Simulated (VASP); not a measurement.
## SiC (Moissanite): single point with PBE

The system is SiC (Moissanite).

```
CELL_PARAMETERS angstrom
3.04841 0.00000 0.00000
-1.52421 2.64000 0.00000
0.00000 0.00000 5.00272
ATOMIC_POSITIONS crystal
Si 0.33333 0.66667 0.00000
Si 0.66667 0.33333 0.50000
C 0.33333 0.66667 0.38500
C 0.66667 0.33333 0.88500
```

```
Program                : VASP 6.6.1
Task                   : single point
Functional             : PBE
Potentials or basis    : VASP PAW PBE potentials, release 64 (Si, C)
Cutoff                 : 520 eV
k mesh                 : 12 × 12 × 4
Occupations            : gaussian, width 0.01 eV
Spin                   : no spin polarisation
Dipole correction      : no
Further INCAR settings : ALGO = Normal; EDIFF = 1e-07; NBANDS = 16
```

```yaml
Pressure: 10.1 GPa
Largest_force: 0.795 eV/Å
Band_gap_on_the_k_mesh: 2.27 eV, indirect (least direct gap 4.13 eV)
```

Forces in eV/Å, atoms in the order of the input:
```
Si   0.000  0.000  0.795
Si   0.000  0.000  0.795
C    0.000  0.000 -0.795
C    0.000  0.000 -0.795
```

Stress tensor (GPa, compression positive):
```
12.11  0.00  0.00
 0.00 12.11  0.00
 0.00  0.00  6.08
```

Levels at points of the mesh, in eV from the valence-band top:
```
           k point  band 5  band 6  band 7  band 8  band 9  band 10  band 11  band 12
(0.00, 0.00, 0.00)   -1.57   -0.27   -0.27    0.00    4.86     6.31     6.67     6.67
(0.50, 0.00, 0.00)   -5.53   -3.60   -3.34   -1.49    2.64     4.23     6.95     7.31
(0.00, 0.00, 0.50)   -0.97   -0.97   -0.97   -0.97    5.95     5.95     7.32     7.32
(0.50, 0.00, 0.50)   -2.72   -2.72   -2.37   -2.37    3.22     3.22     5.12     5.12
```

Wall time 40 s on 1 thread of Intel Xeon 8259CL, with other jobs on the host, peak memory 0.17 GiB.

A k mesh can miss the band edges. As with any semilocal functional, this PBE gap is likely too small.
